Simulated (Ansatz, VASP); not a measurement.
## Ni in VASP and in Ansatz

```
Ni
1.0
     2.48121    0.00000    0.00000
    -1.24060    2.14879    0.00000
     0.00000    0.00000    4.11926
Ni
2
Direct
  0.33333 0.66667 0.25000
  0.66667 0.33333 0.75000
```

Alike in both runs: task single point; functional r2SCAN; k mesh 17 × 17 × 9; occupations fermi-dirac, width 0.05 eV; collinear spin.

|  | VASP | Ansatz |
| --- | --- | --- |
| version | VASP 6.6.1 | Ansatz 0.2.0 |
| potentials or method | VASP PAW PBE potentials, release 64 (Ni), cutoff 520 eV | plane waves (500 eV) with PAW, scalar-relativistic |
| valence electrons in the cell | 20 | 36 |

Ansatz gave:

- pressure (GPa): -8.2
- traceless stress, the component that is largest in VASP (GPa): 1.18
- net moment per atom (μB): 0.70
- size of the moment on the site where the two differ most (μB): 0.77

Q: Estimate VASP's values.

A: Pressure (GPa): -7.7; traceless stress, the component that is largest in VASP (GPa): 1.03; net moment per atom (μB): 0.69; size of the moment on the site where the two differ most (μB): 0.71.

VASP's potentials were made for PBE, not for r2SCAN. Site moments also hang on the region over which each program counts them. VASP's potentials hold 20 valence electrons a cell and Ansatz's 36, so a difference there can come from the potentials and not from the codes. Ansatz's warnings: stability check not made.
